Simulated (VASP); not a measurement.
# BaTiO3 (P4/mmm) in VASP: a series of runs

The runs below take BaTiO3 through single point, with PBEsol.

All numbers are computed with VASP 6.6.1; they aren't measurements. Logs are shortened: lines on timing, memory, paths and dates and some standing lists are left out, and cuts for length are marked.

## 1. The cell of the first run

Symmetry: P4/mmm, No. 123, tetragonal system. The conventional cell has a = 3.964 Å, b = 3.964 Å, c = 4.703 Å, α = 90.00°, β = 90.00°, γ = 90.00°. Within 3.1 Å of Ba (site symmetry 4/mmm) lie 10 O at 2.35 to 3.08 Å. Within 2.6 Å of Ti (site symmetry 4/mmm) lie 4 O at 1.98 Å. Within 2.6 Å of O (site symmetry mmm) lie 2 Ti at 1.98 Å and 2 O at 1.98 Å. Within 2.6 Å of O (site symmetry 4/mmm) lie 4 O at 1.98 Å and 2 Ba at 2.35 Å.

## 2. Single point, PBEsol

Contents of INCAR:

```
PREC = Accurate ; ENCUT = 520
EDIFF = 1E-6 ; ISMEAR = -1
SIGMA = 0.05 ; LREAL = F
LASPH = T ; NELM = 80
ALGO = Normal ; ISIF = 2
LWAVE = F ; LCHARG = F
GGA = PS ; NBANDS = 28
```

Contents of KPOINTS:

```
Automatic mesh
0
Gamma
  6 6 4
```

Contents of POSCAR:

```
BaTiO3
1.0
    3.9635518012      0.0000000000      0.0000000000
    0.0000000000      3.9635518012      0.0000000000
    0.0000000000      0.0000000000      4.7026777175
Ba Ti O
1 1 3
Direct
    0.0000000000      0.0000000000      0.0000000000
    0.5000000000      0.5000000000      0.5000000000
    0.0000000000      0.5000000000      0.5000000000
    0.5000000000      0.0000000000      0.5000000000
    0.0000000000      0.0000000000      0.5000000000
```

Potentials or basis: VASP PAW PBE potentials, release 64 (Ba_sv, Ti_sv, O).

Started as:

```console
> cat potpaw_PBE.64/Ba_sv/POTCAR potpaw_PBE.64/Ti_sv/POTCAR potpaw_PBE.64/O/POTCAR > POTCAR
> mpirun -np 1 vasp_std > vasp.out
```

OUTCAR:

```text
PREC = Accurate
   ENCUT = 520
   EDIFF = 1E-6
   ISMEAR = -1
   LREAL = F
   LASPH = T
   NELM = 80
   ISIF = 2
   GGA = PS

 ion  position               nearest neighbor table
   1  0.000  0.000  0.000-   5 2.35   5 2.35   3 3.08   3 3.08   4 3.08   4 3.08   3 3.08   3 3.08
                             4 3.08   4 3.08   2 3.66   2 3.66   2 3.66   2 3.66   2 3.66   2 3.66
   2  0.500  0.500  0.500-   3 1.98   4 1.98   4 1.98   3 1.98   1 3.66   1 3.66   1 3.66   1 3.66
                             1 3.66   1 3.66   1 3.66   1 3.66
   3  0.000  0.500  0.500-   2 1.98   2 1.98   1 3.08   1 3.08   1 3.08   1 3.08
   4  0.500  0.000  0.500-   2 1.98   2 1.98   1 3.08   1 3.08   1 3.08   1 3.08
   5  0.000  0.000  0.500-   1 2.35   1 2.35

  LATTYP: Found a simple tetragonal cell.
 ALAT       =     3.9635518012
 C/A-ratio  =     1.1864807005

  Lattice vectors:

 A1 = (   3.9635518012,   0.0000000000,   0.0000000000)
 A2 = (   0.0000000000,   3.9635518012,   0.0000000000)
 A3 = (   0.0000000000,   0.0000000000,   4.7026777175)

Analysis of symmetry for initial positions (statically):
=====================================================================
 Subroutine PRICEL returns:
 Original cell was already a primitive cell.

 Routine SETGRP: Setting up the symmetry group for a
 simple tetragonal supercell.

 Subroutine GETGRP returns: Found 16 space group operations
 (whereof 16 operations were pure point group operations)
 out of a pool of 16 trial point group operations.

The static configuration has the point symmetry D_4h.

Analysis of symmetry for dynamics (positions and initial velocities):
=====================================================================
 Subroutine PRICEL returns:
 Original cell was already a primitive cell.

 Routine SETGRP: Setting up the symmetry group for a
 simple tetragonal supercell.

 Subroutine GETGRP returns: Found 16 space group operations
 (whereof 16 operations were pure point group operations)
 out of a pool of 16 trial point group operations.

The dynamic configuration has the point symmetry D_4h.

 Subroutine INISYM returns: Found 16 space group operations
 (whereof 16 operations are pure point group operations),
 and found     1 'primitive' translations

----------------------------------------------------------------------------------------

                                     Primitive cell

  volume of cell :      73.8779

  direct lattice vectors                    reciprocal lattice vectors
     3.963551801  0.000000000  0.000000000     0.252298961  0.000000000  0.000000000
     0.000000000  3.963551801  0.000000000     0.000000000  0.252298961  0.000000000
     0.000000000  0.000000000  4.702677718     0.000000000  0.000000000  0.212644808

  length of vectors
     3.963551801  3.963551801  4.702677718     0.252298961  0.252298961  0.212644808

  position of ions in fractional coordinates (direct lattice)
     0.000000000  0.000000000  0.000000000
     0.500000000  0.500000000  0.500000000
     0.000000000  0.500000000  0.500000000
     0.500000000  0.000000000  0.500000000
     0.000000000  0.000000000  0.500000000

  ion indices of the primitive-cell ions
   primitive index   ion index
                 1           1
                 2           2
                 3           3
                 4           4
                 5           5

----------------------------------------------------------------------------------------

 KPOINTS: Automatic mesh

Automatic generation of k-mesh.
 Grid dimensions read from file:
 generate k-points for:    6    6    4

 Generating k-lattice:

  Cartesian coordinates                     Fractional coordinates (reciprocal lattice)
     0.042049827  0.000000000  0.000000000     0.166666667  0.000000000  0.000000000
     0.000000000  0.042049827  0.000000000     0.000000000  0.166666667  0.000000000
     0.000000000  0.000000000  0.053161202     0.000000000  0.000000000  0.250000000

  Length of vectors
     0.042049827  0.042049827  0.053161202

  Shift w.r.t. Gamma in fractional coordinates (k-lattice)
     0.000000000  0.000000000  0.000000000

 Subroutine IBZKPT returns following result:
 ===========================================

 Found     30 irreducible k-points:

 Following reciprocal coordinates:
            Coordinates               Weight
  0.000000  0.000000  0.000000      1.000000
  0.166667  0.000000  0.000000      4.000000
  0.333333  0.000000  0.000000      4.000000
  0.500000  0.000000  0.000000      2.000000
  0.166667  0.166667  0.000000      4.000000
  0.333333  0.166667  0.000000      8.000000
[... 16 lines left out ...]
  0.333333  0.000000  0.500000      4.000000
  0.500000  0.000000  0.500000      2.000000
 [... further k-points ...]
   k-points           NKPTS =     30   k-points in BZ     NKDIM =     30   number of bands    NBANDS=     28
   number of dos      NEDOS =    301   number of ions     NIONS =      5
   total plane-waves  NPLWV =  32400
   dimension x,y,z NGX =    30 NGY =   30 NGZ =   36
   dimension x,y,z NGXF=    60 NGYF=   60 NGZF=   72
   ions per type =               1   1   3
   NGX,Y,Z   is equivalent  to a cutoff of  12.58, 12.58, 12.73 a.u.
   NGXF,Y,Z  is equivalent  to a cutoff of  25.17, 25.17, 25.45 a.u.
 SYSTEM =  unknown system
   PREC   = accura    normal or accurate (medium, high low for compatibility)
   ISTART =      0    job   : 0-new  1-cont  2-samecut
   ICHARG =      2    charge: 1-file 2-atom 10-const
   ISPIN  =      1    spin polarized calculation?
   LNONCOLLINEAR =      F non collinear calculations
   LSORBIT =      F    spin-orbit coupling
   LASPH  =      T    aspherical Exc in radial PAW
   ENCUT  =  520.0 eV  38.22 Ry    6.18 a.u.   7.37  7.37  8.74*2*pi/ulx,y,z
   NELM   =     80;   NELMIN=  2; NELMDL= -5     # of ELM steps
   EDIFF  = 0.1E-05   stopping-criterion for ELM
   LREAL  =      F    real-space projection
   EDIFFG = 0.1E-04   stopping-criterion for IOM
   NSW    =      0    number of steps for IOM
   IBRION =     -1    ionic relax: 0-MD 1-quasi-New 2-CG
   NFREE  =      0    steps in history (QN), initial steepest desc. (CG)
   ISIF   =      2    stress and relaxation
   ISYM   =      2    0-nonsym 1-usesym 2-fastsym
   POTIM  = 0.5000    time-step for ionic-motion
   TEBEG  =    0.0;   TEEND  =   0.0 temperature during run
   PSTRESS=    0.0 pullay stress
   NELECT =      40.0000    total number of electrons
   NUPDOWN=      -1.0000    fix difference up-down
   EMIN   =  10.00;   EMAX   =-10.00  energy-range for DOS
   EFERMI =   0.00;   METHOD = LEGACY
   ISMEAR =    -1;   SIGMA  =   0.05  broadening in eV -4-tet -1-fermi 0-gaus
   EFERMI_NEDOS =   21; number of points for ismear=-14 and -15
   IALGO  =     38    algorithm
   IMIX   =      4    mixing-type and parameters
     AMIX     =   0.40;   BMIX     =  1.00
     AMIX_MAG =   1.60;   BMIX_MAG =  1.00
  volume/ion in A,a.u.               =      14.78        99.71
  Fermi-wavevector in a.u.,A,eV,Ry     =   1.334310  2.521480 24.223583  1.780383
  Thomas-Fermi vector in A             =   2.463101
   LORBIT       =      0    0 simple, 1 ext, 2 COOP (PROOUT), +10 PAW based schemes
   GGA     = PS    functional components
   LHFCALC =     F    Hartree Fock is set to
   AEXX    =    0.0000 exact exchange contribution
   IVDW    =     0    specifies the selected vdW correction
   LEPSILON=     F    determine dielectric tensor
   LRPA    =     F    only Hartree local field effects (RPA)
 non-spin polarized calculation
  energy-cutoff  :      520.00
  volume of cell :       73.88
 maximum number of plane-waves:      2017
 NGX is ok and might be reduce to    30
   NGX = 15   NGY = 15   NGZ = 17

 number of electron      39.9999987 magnetization

 Free energy of the ion-electron system (eV)
  ---------------------------------------------------
  ext. energy  EPLUGINS =         0.00000000
  ---------------------------------------------------
  free energy    TOTEN  =       -32.56553724 eV

  energy without entropy =      -32.54020495  energy(sigma->0) =      -32.55287110

 E-fermi :   5.1512     XC(G=0): -10.7441

 val. band max:        5.1473406550   @ k =   0.5000   0.0000   0.2500
 cond. band min:       5.1565163525   @ k =   0.0000   0.0000   0.5000
 fundamental gap:      0.0091756975
 Fermi energy:         5.1511938027

 k-point     1 :       0.0000    0.0000    0.0000
  band No.  band energies     occupation
      1     -52.6949      2.00000
      2     -29.1697      2.00000
      3     -29.1697      2.00000
      4     -28.8588      2.00000
      5     -22.1438      2.00000
      6     -15.8246      2.00000
[... 20 lines left out ...]
     27       7.7211      0.00000
     28      10.4757      0.00000

 k-point     2 :       0.1667    0.0000    0.0000
  band No.  band energies     occupation
      1     -52.6946      2.00000
      2     -29.1884      2.00000
      3     -29.1689      2.00000
      4     -28.8581      2.00000
      5     -22.1227      2.00000
      6     -15.6669      2.00000
[... 20 lines left out ...]
     27       8.1922      0.00000
     28      10.0915      0.00000

 k-point     3 :       0.3333    0.0000    0.0000
  band No.  band energies     occupation
      1     -52.6939      2.00000
      2     -29.2255      2.00000
      3     -29.1674      2.00000
      4     -28.8567      2.00000
      5     -22.0801      2.00000
      6     -15.2432      2.00000
[... 20 lines left out ...]
     27       9.2843      0.00000
     28       9.4984      0.00000

 k-point     4 :       0.5000    0.0000    0.0000
  band No.  band energies     occupation
      1     -52.6935      2.00000
      2     -29.2439      2.00000
      3     -29.1667      2.00000
      4     -28.8560      2.00000
      5     -22.0585      2.00000
      6     -14.8225      2.00000
[... 578 lines left out ...]
     27       8.1623      0.00000
     28      10.4915      0.00000

 k-point    23 :       0.3333    0.0000    0.5000
  band No.  band energies     occupation
      1     -52.6938      2.00000
      2     -29.2250      2.00000
      3     -29.1673      2.00000
      4     -28.8582      2.00000
      5     -21.9965      2.00000
      6     -15.6609      2.00000
[... 20 lines left out ...]
     27       8.5910      0.00000
     28       9.9342      0.00000

 k-point    24 :       0.5000    0.0000    0.5000
  band No.  band energies     occupation
      1     -52.6935      2.00000
      2     -29.2433      2.00000
      3     -29.1666      2.00000
      4     -28.8574      2.00000
      5     -21.9802      2.00000
      6     -15.2933      2.00000
[... 20 lines left out ...]
     27       8.3198      0.00000
     28       9.6830      0.00000

 [... further k-points ...]

------------------------ aborting loop because EDIFF is reached ----------------------------------------

  FORCE on cell =-STRESS in cart. coord.  units (eV):
  Direction    XX          YY          ZZ          XY          YZ          ZX
  --------------------------------------------------------------------------------------
  -------------------------------------------------------------------------------------
  Total        4.8654289      4.8654289      7.2413229      0.0000000      0.0000000      0.0000000
  in kB      105.5157811    105.5157811    157.0414165      0.0000000      0.0000000      0.0000000
  external PRESSURE =     122.6909929 kB  Pullay stress =       0.0000000 kB

 VOLUME and BASIS-vectors are now :
 -----------------------------------------------------------------------------
  energy-cutoff  :      520.00
  volume of cell :       73.88
      direct lattice vectors                 reciprocal lattice vectors
     3.963551801  0.000000000  0.000000000     0.252298961  0.000000000  0.000000000
     0.000000000  3.963551801  0.000000000     0.000000000  0.252298961  0.000000000
     0.000000000  0.000000000  4.702677718     0.000000000  0.000000000  0.212644808

 POSITION                                       TOTAL-FORCE (eV/Angst)
 -----------------------------------------------------------------------------------
      0.00000      0.00000      0.00000         0.000000      0.000000      0.000000
      1.98178      1.98178      2.35134         0.000000      0.000000      0.000000
      0.00000      1.98178      2.35134         0.000000      0.000000      0.000000
      1.98178      0.00000      2.35134         0.000000      0.000000      0.000000
      0.00000      0.00000      2.35134         0.000000      0.000000      0.000000
 -----------------------------------------------------------------------------------
    total drift:                                0.000000      0.000000      0.000000

  FREE ENERGIE OF THE ION-ELECTRON SYSTEM (eV)
  ---------------------------------------------------
  free  energy   TOTEN  =       -32.5655372411 eV

  energy  without entropy=      -32.5402049546  energy(sigma->0) =      -32.55287110
```

Run time: 33 s. Hardware: 1 thread of Intel Xeon 6975P-C (Granite Rapids), shared host; peak memory 0.21 GiB.

Results:

* Free energy: -32.5655 eV
* Pressure: 12.3 GPa
* Band gap on the k mesh: zero (bands 20 and 21 overlap by 1.68 eV)

Stress tensor (GPa, compression positive):
```
10.55  0.00  0.00
 0.00 10.55  0.00
 0.00  0.00 15.70
```

Caveat: the stress differs along the axes, from 11 to 16 GPa; the PAW data sets were made with another functional, which shifts forces and pressure a little; spin-orbit coupling is left out, which moves the levels of the heavy elements.

## 3. Single point, PBEsol

This run uses another cell than the first one, of 15.32 Å³/atom.

Contents of INCAR:

```
SYSTEM = BaTiO3
PREC = Accurate ; ENCUT = 520
EDIFF = 1E-6 ; ISMEAR = -1
SIGMA = 0.05 ; LREAL = .FALSE.
LASPH = .TRUE. ; NELM = 80
ALGO = Normal ; ISIF = 2
LWAVE = .FALSE. ; LCHARG = .TRUE.
GGA = PS ; LELF = .TRUE.
LVHAR = .TRUE. ; NBANDS = 28
```

Contents of KPOINTS:

```
regular mesh
0
G
  6 6 4
  0 0 0
```

POSCAR, as its differences from that of step 2:

```diff
@@ -2,5 +2,5 @@
 1.0
-    3.9635518012      0.0000000000      0.0000000000
-    0.0000000000      3.9635518012      0.0000000000
-    0.0000000000      0.0000000000      4.7026777175
+    4.0058585694      0.0000000000      0.0000000000
+    0.0000000000      4.0058585694      0.0000000000
+    0.0000000000      0.0000000000      4.7733796063
 Ba Ti O
```

Potentials or basis: VASP PAW PBE potentials, release 64 (Ba_sv, Ti_sv, O).

Started as:

```console
> cat potpaw_PBE.64/Ba_sv/POTCAR potpaw_PBE.64/Ti_sv/POTCAR potpaw_PBE.64/O/POTCAR > POTCAR
> mpirun -np 1 vasp_std > vasp.out
```

Run time: 32 s. Hardware: 1 thread of Intel Xeon 6975P-C (Granite Rapids), shared host; peak memory 0.22 GiB.

It converged, with:

| Item | Value |
| --- | --- |
| Free energy | -32.7362 eV |
| Pressure | 6.9 GPa |
| Band gap on the k mesh | zero (bands 20 and 21 overlap by 1.63 eV) |

Stress tensor (GPa, compression positive):
```
5.46 0.00 0.00
0.00 5.46 0.00
0.00 0.00 9.79
```

Levels at points of the mesh, in eV from the Fermi level:
```csv
k point,band 17,band 18,band 19,band 20,band 21,band 22,band 23,band 24
"(0.00, 0.00, 0.00)",-3.86,-2.01,-1.05,-0.04,-0.03,-0.03,1.68,1.70
"(0.50, 0.00, 0.00)",-3.12,-2.03,-1.17,-0.51,0.19,0.88,1.40,1.67
"(0.50, 0.50, 0.00)",-3.03,-2.41,-2.41,-1.62,-1.30,1.69,1.69,2.36
"(0.00, 0.00, 0.50)",-3.88,-3.17,0.01,0.13,0.13,0.30,0.80,1.68
"(0.50, 0.00, 0.50)",-3.38,-3.10,-2.27,-0.17,0.15,0.87,1.60,1.98
"(0.50, 0.50, 0.50)",-4.09,-3.02,-2.68,-2.68,-0.59,0.50,1.66,1.66
```

Caveat: the cell stands under pressure; the PAW data sets were made with another functional, which shifts forces and pressure a little; spin-orbit coupling is left out, which moves the levels of the heavy elements.

## 4. Single point, PBEsol

This run uses another cell than the first one, of 15.71 Å³/atom.

Contents of INCAR:

```
SYSTEM = BaTiO3
PREC     = Accurate       ! precision mode
ENCUT    = 520            ! plane-wave cutoff, eV
EDIFF    = 1E-6           ! SCF threshold, eV
ISMEAR   = -1             ! smearing method
SIGMA    = 0.05           ! smearing width, eV
LREAL    = .False.        ! projectors in reciprocal space
LASPH    = .True.         ! aspherical terms in the spheres
NELM     = 80             ! most SCF steps
ALGO     = Normal         ! electronic algorithm
ISIF     = 2              ! what is computed and relaxed
LWAVE    = .False.        ! write WAVECAR
LCHARG   = .False.        ! write CHGCAR
GGA      = PS             ! functional
NBANDS   = 28             ! bands
```

Contents of KPOINTS:

```
regular mesh
0
Gamma
  6 6 4
  0 0 0
```

POSCAR, as its differences from that of step 3:

```diff
@@ -2,5 +2,5 @@
 1.0
-    4.0058585694      0.0000000000      0.0000000000
-    0.0000000000      4.0058585694      0.0000000000
-    0.0000000000      0.0000000000      4.7733796063
+    4.0348540016      0.0000000000      0.0000000000
+    0.0000000000      4.0348540016      0.0000000000
+    0.0000000000      0.0000000000      4.8235368514
 Ba Ti O
```

Started as:

```console
> cat potpaw_PBE.64/Ba_sv/POTCAR potpaw_PBE.64/Ti_sv/POTCAR potpaw_PBE.64/O/POTCAR > POTCAR
> mpirun -np 1 vasp_std > vasp.out
```

Wall time 32 s (1 thread of Intel Xeon 6975P-C (Granite Rapids), shared host); peak memory 0.22 GiB.

The run converged. Its results:

```yaml
Free_energy: -32.8058 eV
Pressure: 3.7 GPa
Band_gap_on_the_k_mesh: zero (bands 20 and 21 overlap by 1.70 eV)
```

Stress tensor (GPa, compression positive):
```
2.38 0.00 0.00
0.00 2.38 0.00
0.00 0.00 6.19
```

Levels at points of the mesh, in eV from the Fermi level:
| k point | band 17 | band 18 | band 19 | band 20 | band 21 | band 22 | band 23 | band 24 |
| --- | --- | --- | --- | --- | --- | --- | --- | --- |
| (0.00, 0.00, 0.00) | -3.78 | -2.00 | -1.10 | -0.03 | -0.03 | -0.03 | 1.64 | 1.64 |
| (0.50, 0.00, 0.00) | -3.07 | -2.00 | -1.24 | -0.52 | 0.18 | 0.84 | 1.36 | 1.61 |
| (0.50, 0.50, 0.00) | -2.96 | -2.37 | -2.37 | -1.58 | -1.39 | 1.62 | 1.62 | 2.27 |
| (0.00, 0.00, 0.50) | -3.84 | -3.08 | 0.02 | 0.12 | 0.12 | 0.26 | 0.74 | 1.62 |
| (0.50, 0.00, 0.50) | -3.29 | -3.05 | -2.23 | -0.16 | 0.13 | 0.84 | 1.54 | 1.91 |
| (0.50, 0.50, 0.50) | -4.03 | -2.95 | -2.62 | -2.62 | -0.56 | 0.46 | 1.60 | 1.60 |

Caveat: the cell stands under pressure; the PAW data sets were made with another functional, which shifts forces and pressure a little; spin-orbit coupling is left out, which moves the levels of the heavy elements.

(Continued in part 2 of 2.)

The gap in the log of VASP goes by the Fermi energy; the results here count the filled bands.